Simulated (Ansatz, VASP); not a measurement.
**Al in VASP and in Ansatz**

File INCAR:

```
PREC = Accurate ; ENCUT = 520
EDIFF = 1E-7 ; ISMEAR = 0
SIGMA = 0.15 ; LREAL = False
LASPH = True ; NELM = 100
ALGO = Fast ; ISIF = 2
LWAVE = False ; LCHARG = False
GGA = PS ; NBANDS = 14
```

The input KPOINTS:

```
regular mesh
0
Gamma
  22 22 7
```

POSCAR

```
Al
1.0
   -1.6064390039      1.6064390039     -1.6064390039
   -1.6064390039     -1.6064390039      1.6064390039
    0.0000000000      7.1328627967      7.1328627967
Al
4
Direct
    0.0000000000      0.0000000000      0.7882580492
    0.5000000000      0.5000000000      0.1126082927
    0.0000000000      0.0000000000      0.3378248782
    0.5000000000      0.5000000000      0.5630414637
```

Input for Ansatz:

```yaml
crystal:
  lattice:
    - [-1.6064390039, 1.6064390039, -1.6064390039]
    - [-1.6064390039, -1.6064390039, 1.6064390039]
    - [0.0, 7.1328627967, 7.1328627967]
  atoms:
    - { symbol: Al, position: [0.0, 0.0, 0.7882580492] }
    - { symbol: Al, position: [0.5, 0.5, 0.1126082927] }
    - { symbol: Al, position: [0.0, 0.0, 0.3378248782] }
    - { symbol: Al, position: [0.5, 0.5, 0.5630414637] }
basis:
  ecutwfc: 420
kpoints:
  mp_grid: { grid: [22, 22, 7] }
hamiltonian:
  xc: pbesol
scf:
  occupations: { method: gaussian, width: 0.15 }
output:
  forces: true
  stress: true
  eigenvalues: true
```

Alike in both runs: task single point; functional PBEsol; k mesh 22 × 22 × 7; occupations gaussian, width 0.15 eV; no spin polarisation.

|  | VASP | Ansatz |
| --- | --- | --- |
| version | VASP 6.6.1 | Ansatz 0.2.0 |
| potentials or method | VASP PAW PBE potentials, release 64 (Al), cutoff 520 eV | scalar-relativistic, plane waves, PAW |
| valence electrons in the cell | 12 | 12 |

|  | VASP | Ansatz | Ansatz less VASP |
| --- | --- | --- | --- |
| gap on the k mesh at the Fermi level (eV) | none | none | - |
| pressure (GPa) | -2.4 | -2.4 | -0.05 |
| traceless stress, the component that is largest in VASP (GPa) | -0.50 | -0.49 | +0.010 |
| rms of the force components (eV/Å) | 0.195 | 0.193 | -0.0015 |

VASP's potentials were made for PBE, not for PBEsol. Atom by atom the forces differ by 0.002 eV/Å (rms over components). A gap of «none» marks a metal or a gap that the smearing closes.
